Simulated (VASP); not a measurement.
A run of VASP 6.6.1:

The input INCAR:

```
SYSTEM = BeTe
ALGO = Normal ; EDIFF = 1E-6
ENCUT = 520 ; ISIF = 2
ISMEAR = 0 ; LASPH = .True.
LCHARG = .False. ; LREAL = .False.
LWAVE = .False. ; NBANDS = 11
NELM = 100 ; PREC = Accurate
SIGMA = 0.01
```

KPOINTS

```
k-points
0
Gamma
  8 8 8
  0 0 0
```

The input POSCAR:

```
BeTe
1.0
    2.6938308514      2.6938308514      0.0000000000
   -2.6938308514      2.6938308514      0.0000000000
    0.0000000000      2.6938308514      2.6938308514
Be Te
1 1
Direct
    0.0000000000      0.0000000000      0.0000000000
    0.7500000000      0.2500000000      0.5000000000
```

Potentials or basis: VASP PAW LDA potentials, release 64 (Be, Te).

Launch:

```console
$ cat potpaw_LDA.64/Be/POTCAR potpaw_LDA.64/Te/POTCAR > POTCAR
$ mpirun -np 1 vasp_std > vasp.out
```

Hardware: 1 thread of Intel(R) Xeon(R) 6975P-C (Granite Rapids), with other jobs on the host.

Problem. Estimate the wall time of this run.

Solution. Run time: 5.2 s on 1 thread of Intel(R) Xeon(R) 6975P-C (Granite Rapids) (shared host), peak memory 0.14 GiB. Counts: scf iterations 12, k points 29.
